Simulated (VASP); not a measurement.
A run of VASP 6.6.1:

Contents of INCAR:

```
SYSTEM = MnGa4
ALGO = Normal
EDIFF = 1E-6
ENCUT = 520
GGA = PS
ISIF = 2
ISMEAR = -1
ISPIN = 2
LASPH = .TRUE.
LCHARG = .FALSE.
LMAXMIX = 4
LORBIT = 11
LREAL = .FALSE.
LWAVE = .FALSE.
MAGMOM = 4 0 0 0 0
NBANDS = 44
NELM = 150
PREC = Accurate
SIGMA = 0.1
```

KPOINTS

```
k-points
0
G
  6 6 6
  0 0 0
```

Contents of POSCAR:

```
MnGa4
1.0
   -2.7543581222      2.7543581222      2.7543581222
    2.7543581222     -2.7543581222      2.7543581222
    2.7543581222      2.7543581222     -2.7543581222
Mn Ga
1 4
Direct
    0.0000000000      0.0000000000      0.0000000000
    0.0000000000      0.0000000000      0.5000000000
    0.0000000000      0.5000000000      0.0000000000
    0.5000000000      0.0000000000      0.0000000000
    0.5000000000      0.5000000000      0.5000000000
```

Potentials or basis: VASP PAW PBE potentials, release 64 (Mn_pv, Ga_d).

Command:

```console
$ cat potpaw_PBE.64/Mn_pv/POTCAR potpaw_PBE.64/Ga_d/POTCAR > POTCAR
$ mpirun -np 1 vasp_std > vasp.out
```

Hardware: 1 thread of Intel(R) Xeon(R) Platinum 8259CL CPU @ 2.50GHz (Skylake/Cascade Lake), with other jobs on the host.

Question: How long does it take, and how much memory?

Answer: Run time: 100 s on 1 thread of Intel(R) Xeon(R) Platinum 8259CL CPU @ 2.50GHz (Skylake/Cascade Lake), with other jobs on the host, peak memory 0.28 GiB. Counts: scf iterations 15, k points 16.
